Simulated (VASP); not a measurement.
# SrC2 (R-3m) in VASP: further runs, part 2 of 2

VASP 6.6.1. The steps go on from the part before.

### Step 3. Single point, LDA (strain -0.080 along x and y, -0.040 along z)

INCAR

```
  PREC = Accurate
  ENCUT = 520
  EDIFF = 1E-6
  ISMEAR = 0
  SIGMA = 0.05
  LREAL = False
  LASPH = True
  NELM = 80
  ALGO = Normal
  ISIF = 2
  LWAVE = False
  LCHARG = True
  LELF = True
  LVHAR = True
  NBANDS = 16
```

KPOINTS

```
regular mesh
0
Gamma
  9 9 9
```

POSCAR

```
SrC2
1.0
    2.3159395519      1.3371083237      2.2143958931
   -2.3159395519      1.3371083237      2.2143958931
    0.0000000000     -2.6742166475      2.2143958932
Sr C
1 2
Direct
    0.0000000000      0.0000000000      0.0000000000
    0.5915580000      0.5915580000      0.5915580000
    0.4084420000      0.4084420000      0.4084420000
```

Potentials or basis: VASP PAW LDA potentials, release 64 (Sr_sv, C).

On the command line:

```console
> cat potpaw_LDA.64/Sr_sv/POTCAR potpaw_LDA.64/C/POTCAR > POTCAR
> mpirun -np 1 vasp_std > vasp.out
```

OUTCAR:

```text
PREC = Accurate
   ENCUT = 520
   EDIFF = 1E-6
   ISMEAR = 0
   LREAL = False
   LASPH = True
   NELM = 80
   ISIF = 2

 ion  position               nearest neighbor table
   1  0.000  0.000  0.000-   2 2.71   3 2.71   2 2.72   3 2.72   2 2.72   2 2.72   3 2.72   3 2.72
                             2 3.18   3 3.18   3 3.18   2 3.18   3 3.18   2 3.18
   2  0.592  0.592  0.592-   3 1.22   1 2.71   1 2.72   1 2.72   1 2.72   1 3.18   1 3.18   1 3.18

   3  0.408  0.408  0.408-   2 1.22   1 2.71   1 2.72   1 2.72   1 2.72   1 3.18   1 3.18   1 3.18

  LATTYP: Found a trigonal (rhomboedric) cell.
 ALAT       =     3.4720287799
 COS(alpha) =     0.1101479562

  Lattice vectors:

 A1 = (   2.3159395519,   1.3371083237,   2.2143958931)
 A2 = (  -2.3159395519,   1.3371083237,   2.2143958931)
 A3 = (   0.0000000000,  -2.6742166475,   2.2143958932)

Analysis of symmetry for initial positions (statically):
=====================================================================
 Subroutine PRICEL returns:
 Original cell was already a primitive cell.

 Routine SETGRP: Setting up the symmetry group for a
 trigonal (rhombohedral) supercell.

 Subroutine GETGRP returns: Found 12 space group operations
 (whereof 12 operations were pure point group operations)
 out of a pool of 12 trial point group operations.

The static configuration has the point symmetry D_3d.

Analysis of symmetry for dynamics (positions and initial velocities):
=====================================================================
 Subroutine PRICEL returns:
 Original cell was already a primitive cell.

 Routine SETGRP: Setting up the symmetry group for a
 trigonal (rhombohedral) supercell.

 Subroutine GETGRP returns: Found 12 space group operations
 (whereof 12 operations were pure point group operations)
 out of a pool of 12 trial point group operations.

The dynamic configuration has the point symmetry D_3d.

 Subroutine INISYM returns: Found 12 space group operations
 (whereof 12 operations are pure point group operations),
 and found     1 'primitive' translations
[... 119 lines left out ...]
  Fermi-wavevector in a.u.,A,eV,Ry     =   1.242793  2.348539 21.014676  1.544535
  Thomas-Fermi vector in A             =   2.377132
   LORBIT       =      0    0 simple, 1 ext, 2 COOP (PROOUT), +10 PAW based schemes
   GGA     = CA    functional components
   LHFCALC =     F    Hartree Fock is set to
   AEXX    =    0.0000 exact exchange contribution
   IVDW    =     0    specifies the selected vdW correction
   LEPSILON=     F    determine dielectric tensor
   LRPA    =     F    only Hartree local field effects (RPA)
 non-spin polarized calculation
 Gauss-broadening in eV      SIGMA  =   0.05
  energy-cutoff  :      520.00
  volume of cell :       41.14
 maximum number of plane-waves:      1137
 NGX is ok and might be reduce to    28
   NGX = 13   NGY = 13   NGZ = 13

 number of electron      18.0000001 magnetization

 Free energy of the ion-electron system (eV)
  ---------------------------------------------------
  ext. energy  EPLUGINS =         0.00000000
  ---------------------------------------------------
  free energy    TOTEN  =       -21.32598156 eV

  energy without entropy =      -21.32598156  energy(sigma->0) =      -21.32598156

 E-fermi :   3.5122     XC(G=0): -10.9280

 val. band max:        3.2075980166   @ k =  -0.4444   0.4444   0.4444
 cond. band min:       4.2334590260   @ k =   0.0000   0.0000   0.0000
 fundamental gap:      1.0258610094
 Fermi energy:         3.5122327749

 k-point     1 :       0.0000    0.0000    0.0000
  band No.  band energies     occupation
      1     -30.2004      2.00000
      2     -12.1370      2.00000
      3     -12.1370      2.00000
      4     -11.9703      2.00000
      5     -10.3497      2.00000
      6       0.2784      2.00000
[... 433 lines left out ...]
      3     -12.7561      2.00000
      4     -11.9124      2.00000
      5      -9.7608      2.00000
      6      -0.8805      2.00000
[... 8 lines left out ...]
     15      13.2683      0.00000
     16      14.2094      0.00000

 [... further k-points ...]

------------------------ aborting loop because EDIFF is reached ----------------------------------------

  FORCE on cell =-STRESS in cart. coord.  units (eV):
  Direction    XX          YY          ZZ          XY          YZ          ZX
  --------------------------------------------------------------------------------------
  -------------------------------------------------------------------------------------
  Total        2.2041846      2.2041846      6.3619718      0.0000000     -0.0000000      0.0000000
  in kB       85.8337774     85.8337774    247.7433419      0.0000000     -0.0000000      0.0000000
  external PRESSURE =     139.8036323 kB  Pullay stress =       0.0000000 kB

 VOLUME and BASIS-vectors are now :
 -----------------------------------------------------------------------------
  energy-cutoff  :      520.00
  volume of cell :       41.14
      direct lattice vectors                 reciprocal lattice vectors
     2.315939552  1.337108324  2.214395893     0.215895100  0.124647094  0.150530144
    -2.315939552  1.337108324  2.214395893    -0.215895100  0.124647094  0.150530144
     0.000000000 -2.674216648  2.214395893     0.000000000 -0.249294188  0.150530144

 POSITION                                       TOTAL-FORCE (eV/Angst)
 -----------------------------------------------------------------------------------
      0.00000      0.00000      0.00000         0.000000     -0.000000     -0.000000
      0.00000     -0.00000      3.92983        -0.000000     -0.000000      3.082765
      0.00000     -0.00000      2.71336        -0.000000      0.000000     -3.082765
 -----------------------------------------------------------------------------------
    total drift:                               -0.000000      0.000000      0.000000

  FREE ENERGIE OF THE ION-ELECTRON SYSTEM (eV)
  ---------------------------------------------------
  free  energy   TOTEN  =       -21.3259815603 eV

  energy  without entropy=      -21.3259815603  energy(sigma->0) =      -21.32598156
```

stdout:

```text
POSCAR found type information on POSCAR SrC
 POSCAR found :  2 types and       3 ions
 scaLAPACK will be used
 LDA part: xc-table for (Slater(with rela. corr.)+CA(PZ))
 , standard interpolation
 POSCAR, INCAR and KPOINTS ok, starting setup
 FFT: planning ... GRIDC
 FFT: planning ... GRID_SOFT
 FFT: planning ... GRID
 WAVECAR not read
 entering main loop
```

Run time: 27 s. Hardware: 1 thread of Intel Xeon Platinum 8488C (Sapphire Rapids), shared host; peak memory 0.17 GiB.

Results:

| Item | Value |
| --- | --- |
| Free energy | -21.3260 eV |
| Pressure | 14.0 GPa |
| Largest force | 3.083 eV/Å |
| Band gap on the k mesh | 1.03 eV, indirect (least direct gap 2.10 eV) |

Forces on the atoms (eV/Å):
```
Sr   0.000  0.000  0.000
C    0.000  0.000  3.083
C    0.000  0.000 -3.083
```

Caveat: the cell differs from its parent crystal (strain -0.080 along x and y, -0.040 along z); forces of over 1 eV/Å act on the atoms, so gaps and moduli don't describe the material at rest.

### Step 4. Single point, LDA (strain -0.040 along x and y, -0.080 along z)

INCAR

```
  PREC = Accurate
  ENCUT = 520
  EDIFF = 1E-6
  ISMEAR = 0
  SIGMA = 0.05
  LREAL = False
  LASPH = True
  NELM = 100
  ALGO = Normal
  ISIF = 2
  LWAVE = False
  LCHARG = False
  GGA = CA
  NBANDS = 16
```

KPOINTS is that of step 3.

POSCAR

```
SrC2
1.0
    2.4166325759      1.3952434683      2.1221293976
   -2.4166325759      1.3952434683      2.1221293976
    0.0000000000     -2.7904869365      2.1221293976
Sr C
1 2
Direct
    0.0000000000      0.0000000000      0.0000000000
    0.5915580000      0.5915580000      0.5915580000
    0.4084420000      0.4084420000      0.4084420000
```

On the command line:

```console
> cat potpaw_LDA.64/Sr_sv/POTCAR potpaw_LDA.64/C/POTCAR > POTCAR
> mpirun -np 1 vasp_std > vasp.out
```

Wall time 26 s (1 thread of Intel Xeon Platinum 8488C (Sapphire Rapids), shared host); peak memory 0.18 GiB.

It converged, with:

```
Free energy            : -20.9989 eV
Pressure               : 19.8 GPa
Largest force          : 8.564 eV/Å
Band gap on the k mesh : 1.16 eV, indirect (least direct gap 2.55 eV)
```

Forces in eV/Å, atoms in the order of the input:
```
Sr   0.000  0.000  0.000
C    0.000  0.000  8.564
C    0.000  0.000 -8.564
```

Stress tensor (GPa, compression positive):
```
 2.11  0.00  0.00
 0.00  2.11  0.00
 0.00  0.00 55.10
```

Levels at points of the mesh, in eV from the valence-band top:
```tsv
k point	band 5	band 6	band 7	band 8	band 9	band 10	band 11	band 12	band 13	band 14
(0.00, 0.00, 0.00)	-13.64	-3.04	-1.90	-1.39	-1.39	1.16	1.16	6.87	6.87	7.34
```

Caveat: the cell differs from its parent crystal (strain -0.040 along x and y, -0.080 along z); forces of over 1 eV/Å act on the atoms, so gaps and moduli don't describe the material at rest. A k mesh can miss the band edges.

### Step 5. Single point, LDA (strain -0.080 along x and y, +0.040 along z)

INCAR

```
SYSTEM = SrC2
PREC     = Accurate       ! precision mode
ENCUT    = 520            ! plane-wave cutoff, eV
EDIFF    = 1E-6           ! SCF threshold, eV
ISMEAR   = 0              ! smearing method
SIGMA    = 0.05           ! smearing width, eV
LREAL    = .FALSE.        ! projectors in reciprocal space
LASPH    = .TRUE.         ! aspherical terms in the spheres
NELM     = 100            ! most SCF steps
ALGO     = Normal         ! electronic algorithm
ISIF     = 2              ! what is computed and relaxed
LWAVE    = .FALSE.        ! write WAVECAR
LCHARG   = .FALSE.        ! write CHGCAR
NBANDS   = 16             ! bands
```

KPOINTS

```
regular mesh
0
G
  9 9 9
  0 0 0
```

POSCAR

```
SrC2
1.0
    2.3159395519      1.3371083237      2.3989288842
   -2.3159395519      1.3371083237      2.3989288842
    0.0000000000     -2.6742166475      2.3989288843
Sr C
1 2
Direct
    0.0000000000      0.0000000000      0.0000000000
    0.5915580000      0.5915580000      0.5915580000
    0.4084420000      0.4084420000      0.4084420000
```

On the command line:

```console
> cat potpaw_LDA.64/Sr_sv/POTCAR potpaw_LDA.64/C/POTCAR > POTCAR
> mpirun -np 1 vasp_std > vasp.out
```

Wall time 25 s (1 thread of Intel Xeon Platinum 8488C (Sapphire Rapids), shared host); peak memory 0.18 GiB.

It converged, with:

| Property | Result |
| --- | --- |
| Free energy | -21.3179 eV |
| Pressure | -3.3 GPa |
| Largest force | 3.699 eV/Å |
| Band gap on the k mesh | 1.07 eV, indirect (least direct gap 1.79 eV) |

Forces on the atoms (eV/Å):
```
Sr   0.000  0.000  0.000
C    0.000  0.000 -3.699
C    0.000  0.000  3.699
```

Stress tensor (GPa, compression positive):
```
  5.13   0.00   0.00
  0.00   5.13   0.00
  0.00   0.00 -20.05
```

Levels at points of the mesh, in eV from the valence-band top:
```tsv
k point	band 7	band 8	band 9	band 10	band 11	band 12
(0.00, 0.00, 0.00)	-2.37	-0.72	-0.72	1.07	1.07	5.25
```

Caveat: the cell differs from its parent crystal (strain -0.080 along x and y, +0.040 along z); forces of over 1 eV/Å act on the atoms, so gaps and moduli don't describe the material at rest.

### Step 6. Single point, LDA (strain -0.040 along x and y, -0.040 along z)

INCAR

```
PREC = Accurate
ENCUT = 520
EDIFF = 1E-7
ISMEAR = 0
SIGMA = 0.05
LREAL = F
LASPH = T
NELM = 100
ALGO = Normal
ISIF = 2
LWAVE = F
LCHARG = T
GGA = CA
LELF = T
LVHAR = T
NBANDS = 16
```

KPOINTS

```
regular mesh
0
Gamma
  9 9 9
```

POSCAR

```
SrC2
1.0
    2.4166325759      1.3952434683      2.2143958931
   -2.4166325759      1.3952434683      2.2143958931
    0.0000000000     -2.7904869365      2.2143958932
Sr C
1 2
Direct
    0.0000000000      0.0000000000      0.0000000000
    0.5915580000      0.5915580000      0.5915580000
    0.4084420000      0.4084420000      0.4084420000
```

Potentials or basis: VASP PAW LDA potentials, release 64 (Sr_sv, C).

On the command line:

```console
> cat potpaw_LDA.64/Sr_sv/POTCAR potpaw_LDA.64/C/POTCAR > POTCAR
> mpirun -np 1 vasp_std > vasp.out
```

OUTCAR:

```text
PREC = Accurate
   ENCUT = 520
   EDIFF = 1E-7
   ISMEAR = 0
   LREAL = F
   LASPH = T
   NELM = 100
   ISIF = 2
   GGA = CA

 ion  position               nearest neighbor table
   1  0.000  0.000  0.000-   2 2.71   3 2.71   2 2.83   2 2.83   3 2.83   3 2.83   2 2.83   3 2.83
                             2 3.28   3 3.28   2 3.28   3 3.28   2 3.28   3 3.28
   2  0.592  0.592  0.592-   3 1.22   1 2.71   1 2.83   1 2.83   1 2.83   1 3.28   1 3.28   1 3.28

   3  0.408  0.408  0.408-   2 1.22   1 2.71   1 2.83   1 2.83   1 2.83   1 3.28   1 3.28   1 3.28

  LATTYP: Found a trigonal (rhomboedric) cell.
 ALAT       =     3.5623540692
 COS(alpha) =     0.0795990013

  Lattice vectors:

 A1 = (   2.4166325759,   1.3952434683,   2.2143958931)
 A2 = (  -2.4166325759,   1.3952434683,   2.2143958931)
 A3 = (   0.0000000000,  -2.7904869365,   2.2143958932)

Analysis of symmetry for initial positions (statically):
=====================================================================
 Subroutine PRICEL returns:
 Original cell was already a primitive cell.

 Routine SETGRP: Setting up the symmetry group for a
 trigonal (rhombohedral) supercell.

 Subroutine GETGRP returns: Found 12 space group operations
 (whereof 12 operations were pure point group operations)
 out of a pool of 12 trial point group operations.

The static configuration has the point symmetry D_3d.

Analysis of symmetry for dynamics (positions and initial velocities):
=====================================================================
 Subroutine PRICEL returns:
 Original cell was already a primitive cell.

 Routine SETGRP: Setting up the symmetry group for a
 trigonal (rhombohedral) supercell.

 Subroutine GETGRP returns: Found 12 space group operations
 (whereof 12 operations were pure point group operations)
 out of a pool of 12 trial point group operations.

The dynamic configuration has the point symmetry D_3d.

 Subroutine INISYM returns: Found 12 space group operations
[... 118 lines left out ...]
     AMIX     =   0.40;   BMIX     =  1.00
     AMIX_MAG =   1.60;   BMIX_MAG =  1.00
  volume/ion in A,a.u.               =      14.93       100.77
  Fermi-wavevector in a.u.,A,eV,Ry     =   1.208027  2.282840 19.855378  1.459329
  Thomas-Fermi vector in A             =   2.343647
   LORBIT       =      0    0 simple, 1 ext, 2 COOP (PROOUT), +10 PAW based schemes
   GGA     = CA    functional components
   LHFCALC =     F    Hartree Fock is set to
   AEXX    =    0.0000 exact exchange contribution
   IVDW    =     0    specifies the selected vdW correction
   LEPSILON=     F    determine dielectric tensor
   LRPA    =     F    only Hartree local field effects (RPA)
 non-spin polarized calculation
 Gauss-broadening in eV      SIGMA  =   0.05
  energy-cutoff  :      520.00
  volume of cell :       44.80
 maximum number of plane-waves:      1218
   NGX = 13   NGY = 13   NGZ = 13

 number of electron      18.0000000 magnetization

 Free energy of the ion-electron system (eV)
  ---------------------------------------------------
  ext. energy  EPLUGINS =         0.00000000
  ---------------------------------------------------
  free energy    TOTEN  =       -21.42621346 eV

  energy without entropy =      -21.42621346  energy(sigma->0) =      -21.42621346

 E-fermi :   2.8060     XC(G=0): -10.5255

 val. band max:        2.5725001546   @ k =  -0.4444   0.4444   0.4444
 cond. band min:       3.8897842510   @ k =   0.0000   0.0000   0.0000
 fundamental gap:      1.3172840964
 Fermi energy:         2.8060479589

 k-point     1 :       0.0000    0.0000    0.0000
  band No.  band energies     occupation
      1     -30.9724      2.00000
      2     -12.9254      2.00000
      3     -12.9254      2.00000
      4     -12.8040      2.00000
      5     -10.6690      2.00000
      6      -0.2346      2.00000
[... 433 lines left out ...]
      3     -13.4285      2.00000
      4     -12.7456      2.00000
      5     -10.1543      2.00000
      6      -1.3339      2.00000
[... 8 lines left out ...]
     15      12.3895      0.00000
     16      12.9951      0.00000

 [... further k-points ...]

------------------------ aborting loop because EDIFF is reached ----------------------------------------

  FORCE on cell =-STRESS in cart. coord.  units (eV):
  Direction    XX          YY          ZZ          XY          YZ          ZX
  --------------------------------------------------------------------------------------
  -------------------------------------------------------------------------------------
  Total        0.2147426      0.2147426      5.6198137     -0.0000000      0.0000000      0.0000000
  in kB        7.6800072      7.6800072    200.9857937     -0.0000000      0.0000000      0.0000000
  external PRESSURE =      72.1152693 kB  Pullay stress =       0.0000000 kB

 VOLUME and BASIS-vectors are now :
 -----------------------------------------------------------------------------
  energy-cutoff  :      520.00
  volume of cell :       44.80
      direct lattice vectors                 reciprocal lattice vectors
     2.416632576  1.395243468  2.214395893     0.206899470  0.119453465  0.150530144
    -2.416632576  1.395243468  2.214395893    -0.206899470  0.119453465  0.150530144
     0.000000000 -2.790486936  2.214395893     0.000000000 -0.238906930  0.150530144

 POSITION                                       TOTAL-FORCE (eV/Angst)
 -----------------------------------------------------------------------------------
      0.00000      0.00000      0.00000         0.000000     -0.000000      0.000000
      0.00000      0.00000      3.92983        -0.000000      0.000000      3.317691
      0.00000      0.00000      2.71336        -0.000000     -0.000000     -3.317691
 -----------------------------------------------------------------------------------
    total drift:                               -0.000000      0.000000      0.000000

  FREE ENERGIE OF THE ION-ELECTRON SYSTEM (eV)
  ---------------------------------------------------
  free  energy   TOTEN  =       -21.4262134560 eV

  energy  without entropy=      -21.4262134560  energy(sigma->0) =      -21.42621346
```

Wall time 31 s (1 thread of Intel Xeon Platinum 8488C (Sapphire Rapids), shared host); peak memory 0.18 GiB.

Results:

| Quantity | Value |
| --- | --- |
| Free energy | -21.4262 eV |
| Pressure | 7.2 GPa |
| Largest force | 3.318 eV/Å |
| Band gap on the k mesh | 1.32 eV, indirect (least direct gap 2.38 eV) |

Forces on the atoms (eV/Å):
```
Sr   0.000  0.000  0.000
C    0.000  0.000  3.318
C    0.000  0.000 -3.318
```

Caveat: the cell differs from its parent crystal (strain -0.040 along x and y, -0.040 along z); forces of over 1 eV/Å act on the atoms, so gaps and moduli don't describe the material at rest. A k mesh can miss the band edges.

### Step 7. Overview

| cell | gap on the mesh (eV) | pressure (GPa) | largest force (eV/Å) |
| --- | --- | --- | --- |
| a = 3.414 Å, angles 85.4°, 3 atoms | 0.85 | 27.9 | 8.31 |
| a = 3.472 Å, angles 83.7°, 3 atoms | 1.03 | 14.0 | 3.08 |
| a = 3.506 Å, angles 87.2°, 3 atoms | 1.16 | 19.8 | 8.56 |
| a = 3.593 Å, angles 80.3°, 3 atoms | 1.07 | -3.3 | 3.70 |
| a = 3.562 Å, angles 85.4°, 3 atoms | 1.32 | 7.2 | 3.32 |

Alike in all rows: task single point; level LDA; potentials or basis VASP PAW LDA potentials, release 64 (Sr_sv, C); no spin polarisation; k mesh 9 × 9 × 9; cutoff (eV) 520; smearing gaussian 0.05 eV.

Caveats: forces of over 1 eV/Å act on the atoms, so gaps and moduli don't describe the material at rest.

Absolute energies hang on the potentials; compare differences alone.
